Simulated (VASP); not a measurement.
Here is a VASP 6.6.1 calculation.

The input INCAR:

```
SYSTEM = Ta
PREC = Accurate
ENCUT = 600
EDIFF = 1E-6
ISMEAR = -1
SIGMA = 0.1
LREAL = .False.
LASPH = .True.
NELM = 60
ALGO = Normal
ISIF = 3
LWAVE = .False.
LCHARG = .False.
GGA = RP
IBRION = 2
NSW = 80
EDIFFG = -0.01
```

The input KPOINTS:

```
Automatic mesh
0
Gamma
  13 13 13
  0 0 0
```

The input POSCAR:

```
Ta
1.0
   -1.6529000000      1.6529000000      1.6529000000
    1.6529000000     -1.6529000000      1.6529000000
    1.6529000000      1.6529000000     -1.6529000000
Ta
1
Direct
    0.0000000000      0.0000000000      0.0000000000
```

Potentials or basis: VASP PAW PBE potentials, release 64 (Ta_pv).

Run with:

```sh
$ cat potpaw_PBE.64/Ta_pv/POTCAR > POTCAR
$ mpirun -np 1 vasp_std > vasp.out
```

Task: Estimate the relaxed cell.

Result: a = 2.894 Å, b = 2.894 Å, c = 2.894 Å, α = 109.47°, β = 109.47°, γ = 109.47°.

Task: Predict the space group after relaxing (to 0.05 Å).

Result: Im-3m (No. 229).

Task: Estimate the relaxed volume.

Result: 18.65 Å³/atom.

Step by step:
| step | energy change (eV) | largest force (eV/Å) | pressure (GPa) | volume (Å³) |
| --- | --- | --- | --- | --- |
| 1 | 0.0000 | 0.0000 | 6.45 | 18.06 |
| 2 | 0.0427 | 0.0000 | -11.82 | 20.03 |
| 3 | -0.0115 | 0.0000 | -0.14 | 18.66 |
| 4 | -0.0115 | 0.0000 | -0.02 | 18.65 |

Caveat: the PAW data sets were made with another functional, which shifts forces and pressure a little. RPBE and its kin give volumes clearly too large for solids.
